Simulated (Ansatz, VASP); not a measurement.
## Al13V3: VASP beside Ansatz

```
Al V
1.0
    -3.97304    3.97364   -3.97431
     3.95973    3.94649    3.96048
     3.95944   -3.95980   -3.94690
Al V
13 3
Direct
  0.00335 0.23815 0.74733
  0.50083 0.99764 0.50418
  0.74478 0.50998 0.74744
  0.25792 0.25796 0.51510
  0.00406 0.50732 0.50420
  0.74376 0.98672 0.24388
  0.50084 0.25794 0.24391
  0.99763 0.99763 0.99453
  0.26603 0.51000 0.26362
  0.99833 0.75451 0.26366
  0.73563 0.23818 0.99185
  0.50084 0.50085 0.00097
  0.25697 0.75447 0.99190
  0.24555 0.99023 0.74566
  0.50086 0.75619 0.74561
  0.75610 0.75616 0.51163
```

Alike in both runs: functional PBE; k mesh 4 × 4 × 4; occupations gaussian, width 0.1 eV; no spin polarisation.

Ansatz relaxed the structure, and its values are those at the end. VASP's run is a single point on that final structure, the one shown.

|  | VASP | Ansatz |
| --- | --- | --- |
| version | VASP 6.6.1 | Ansatz 0.2.0 |
| potentials or method | VASP PAW PBE potentials, release 64 (Al, V_sv), cutoff 520 eV | scalar-relativistic, plane waves, PAW |
| valence electrons in the cell | 78 | 78 |

|  | VASP | Ansatz | Ansatz less VASP |
| --- | --- | --- | --- |
| gap on the k mesh at the Fermi level (eV) | none | none | - |
| pressure (GPa) | 0.0 | -0.1 | -0.01 |
| rms of the force components (eV/Å) | 0.004 | 0.004 | -0.0002 |

A gap of «none» marks a metal or a gap that the smearing closes.
